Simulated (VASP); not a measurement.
## SnO: single point with PBE+D3(BJ)

SnO, a slab with vacuum:

```
CELL_PARAMETERS angstrom
3.82016 0.00000 0.00000
0.00000 3.82016 0.00000
0.00000 0.00000 22.22608
ATOMIC_POSITIONS crystal
Sn 0.75000 0.25000 0.20246
Sn 0.25000 0.75000 0.30878
Sn 0.75000 0.25000 0.47975
Sn 0.25000 0.75000 0.58607
O 0.25000 0.25000 0.25562
O 0.75000 0.75000 0.25562
O 0.25000 0.25000 0.53291
O 0.75000 0.75000 0.53291
```

This cell differs from its parent crystal: layers slid over each other.

```
Program                : VASP 6.6.1
Task                   : single point
Functional             : PBE
Dispersion             : D3(BJ)
Potentials or basis    : VASP PAW PBE potentials, release 64 (Sn_d, O_h)
Cutoff                 : 1000 eV
k mesh                 : 7 × 7 × 1
Occupations            : gaussian, width 0.05 eV
Spin                   : no spin polarisation
Dipole correction      : yes
Further INCAR settings : ALGO = Normal; EDIFF = 1e-06; NBANDS = 50; NELMDL = -8
```

| Quantity | Value |
| --- | --- |
| Largest force | 0.193 eV/Å |
| Band gap on the k mesh | 2.47 eV (least direct gap 2.52 eV) |
| Dispersion energy per atom | -0.160 eV |

Forces in eV/Å, atoms in the order of the input:
```
Sn   0.000  0.000 -0.061
Sn   0.000  0.000  0.193
Sn   0.000  0.000 -0.193
Sn   0.000  0.000  0.061
O    0.000  0.000  0.021
O    0.000  0.000  0.021
O    0.000  0.000 -0.021
O    0.000  0.000 -0.021
```

Levels at points of the mesh, in eV from the valence-band top:
```
           k point  band 38  band 39  band 40  band 41  band 42  band 43
(0.00, 0.00, 0.00)    -2.01    -0.71    -0.02     2.50     2.79     2.81
```

Wall time 19 min on 1 thread of Intel(R) Xeon(R) Platinum 8259CL CPU @ 2.50GHz (Skylake/Cascade Lake), on a shared host, peak memory 0.9 GiB.

Caveat: the cell differs from its parent crystal (layers slid over each other); spin-orbit coupling is left out, which moves the levels of the heavy elements.
